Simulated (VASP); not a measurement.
Input of a VASP 6.6.1 run:

The input INCAR:

```
SYSTEM = Ga
ALGO = Normal ; EDIFF = 1E-6
ENCUT = 520 ; GGA = PS
ISIF = 2 ; ISMEAR = -1
LASPH = .True. ; LCHARG = .False.
LREAL = .False. ; LWAVE = .False.
NBANDS = 12 ; NELM = 100
PREC = Accurate ; SIGMA = 0.1
```

File KPOINTS:

```
k-points
0
Gamma
  13 13 13
  0 0 0
```

File POSCAR:

```
Ga
1.0
    2.6932865696      0.0000000000      0.0000000000
    0.0000000000      2.6932865696      0.0000000000
    0.0000000000      0.0000000000      2.6932865696
Ga
1
Direct
    0.0000000000      0.0000000000      0.0000000000
```

Potentials or basis: VASP PAW PBE potentials, release 64 (Ga_d).

Launch:

```console
$ cat potpaw_PBE.64/Ga_d/POTCAR > POTCAR
$ mpirun -np 1 vasp_std > vasp.out
```

**Question.** Estimate the pressure.

**Answer.** -1.9 GPa.

Caveat: the PAW data sets were made with another functional, which shifts forces and pressure a little.
